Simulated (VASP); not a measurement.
Wanted: the native input for a VASP 6.6.1 run.

| Quantity | Value |
| --- | --- |
| Task | single point |
| Functional | PBE |
| Potentials or basis | VASP PAW PBE potentials, release 64 (Ti_sv, O) |
| Cutoff | 520 eV |
| k mesh | 13 × 13 × 13 |
| Occupations | fermi-dirac, width 0.08 eV |
| Spin | no spin polarisation |
| Dipole correction | no |
| Further INCAR settings | ALGO = Normal; EDIFF = 1e-06; NBANDS = 33 |

The structure of TiO2 lies in POSCAR:

```
TiO2
1.0
   -1.8925000000      1.8925000000      4.7094300000
    1.8925000000     -1.8925000000      4.7094300000
    1.8925000000      1.8925000000     -4.7094300000
Ti O
2 4
Direct
    0.0000000000      0.0000000000      0.0000000000
    0.7500000000      0.2500000000      0.5000000000
    0.2066000000      0.2066000000      0.0000000000
    0.9566000000      0.4566000000      0.5000000000
    0.5434000000      0.0434000000      0.5000000000
    0.7934000000      0.7934000000      0.0000000000
```

This cell differs from its parent crystal: zz strain of -1 %.

The input as run:

INCAR

```
SYSTEM = TiO2
PREC = Accurate
ENCUT = 520
EDIFF = 1E-6
ISMEAR = -1
SIGMA = 0.08
LREAL = .FALSE.
LASPH = .TRUE.
NELM = 100
ALGO = Normal
ISIF = 2
LWAVE = .FALSE.
LCHARG = .FALSE.
GGA = PE
NBANDS = 33
```

KPOINTS

```
Automatic mesh
0
G
  13 13 13
  0 0 0
```

Potentials or basis: VASP PAW PBE potentials, release 64 (Ti_sv, O).

Launch:

```sh
$ cat potpaw_PBE.64/Ti_sv/POTCAR potpaw_PBE.64/O/POTCAR > POTCAR
$ mpirun -np 1 vasp_std > vasp.out
```

It gave:

* Pressure: 9.3 GPa
* Largest force: 0.586 eV/Å
* Band gap on the k mesh: 2.17 eV, indirect (least direct gap 2.46 eV)

Caveat: the cell differs from its parent crystal (zz strain of -1 %).

Run time: 14 min on 1 thread of Oxide Virtual Turin-like Processor (shared host), peak memory 0.44 GiB.
